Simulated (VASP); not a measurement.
**Ag: single point with PBE**

Ag:

```
CELL_PARAMETERS angstrom
0.00000 1.87965 2.12482
1.87965 0.00000 2.12482
1.87965 1.87965 0.00000
ATOMIC_POSITIONS crystal
Ag 0.00000 0.00000 0.00000
```

This cell differs from its parent crystal: strain -0.080 along x and y, +0.040 along z.

```yaml
Program: VASP 6.6.1
Task: single point
Functional: PBE
Potentials_or_basis: VASP PAW PBE potentials, release 64 (Ag)
Cutoff: 520 eV
k_mesh: 20 × 20 × 20
Occupations: gaussian, width 0.15 eV
Spin: no spin polarisation
```

* Pressure: 26.4 GPa

Stress tensor (GPa, compression positive):
```
30.04  0.00  0.00
 0.00 30.04  0.00
 0.00  0.00 19.16
```

Levels at points of the mesh, in eV from the Fermi level:
```csv
k point,band 3,band 4,band 5,band 6,band 7,band 8,band 9,band 10
"(0.00, 0.00, 0.00)",-5.04,-5.04,-4.71,-3.65,16.39,18.95,21.27,21.27
"(0.50, 0.00, 0.00)",-5.01,-3.31,-2.97,-0.81,4.37,14.58,18.72,20.65
"(0.50, 0.50, 0.00)",-3.09,-2.94,-2.94,-0.02,5.63,12.85,12.85,20.20
"(0.50, 0.00, 0.50)",-3.28,-3.26,-2.46,2.23,8.84,10.42,10.77,18.05
```

It took 33 s on 1 thread of Intel(R) Xeon(R) 6975P-C (Granite Rapids) (shared host), peak memory 0.22 GiB.

Caveat: the cell differs from its parent crystal (strain -0.080 along x and y, +0.040 along z).
